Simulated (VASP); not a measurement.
A run of VASP 6.6.1 is set up as follows.

The input INCAR:

```
SYSTEM = Ta2Si2O
ALGO = Normal ; EDIFF = 1E-6
EDIFFG = -0.01 ; ENCUT = 600
GGA = PE ; IBRION = 2
ISIF = 3 ; ISMEAR = 0
LASPH = .True. ; LCHARG = .False.
LREAL = .False. ; LWAVE = .False.
NELM = 100 ; NSW = 100
PREC = Accurate ; SIGMA = 0.1
```

KPOINTS

```
k-points
0
Gamma
  12 12 6
  0 0 0
```

File POSCAR:

```
Ta2Si2O
1.0
    3.9884786293      0.0000000000      0.0000000000
   -1.9942393146      3.4541238154      0.0000000000
    0.0000000000      0.0000000000      6.6835142274
Ta Si O
2 2 1
Direct
    0.0000000000      0.0000000000      0.7109309163
    0.0000000000      0.0000000000      0.2890690837
    0.3333333333      0.6666666667      0.5000000000
    0.6666666667      0.3333333333      0.5000000000
    0.0000000000      0.0000000000      0.0000000000
```

Potentials or basis: VASP PAW PBE potentials, release 64 (Ta_pv, Si, O).

The run is started by

```console
$ cat potpaw_PBE.64/Ta_pv/POTCAR potpaw_PBE.64/Si/POTCAR potpaw_PBE.64/O/POTCAR > POTCAR
$ mpirun -np 1 vasp_std > vasp.out
```

(1) What does it give for the space group after relaxing (to 0.1 Å)?

(2) Predict the relaxed cell.

(3) What does it give for the band gap on the k mesh?

(4) Estimate the relaxed volume.

## Answers

(1) P6/mmm (No. 191).

(2) a = 4.008 Å, b = 4.008 Å, c = 6.666 Å, α = 90.00°, β = 90.00°, γ = 120.00°.

(3) zero (bands 18 and 19 overlap by 1.33 eV).

(4) 18.55 Å³/atom.

Caveat: spin-orbit coupling is left out, which moves the levels of the heavy elements.
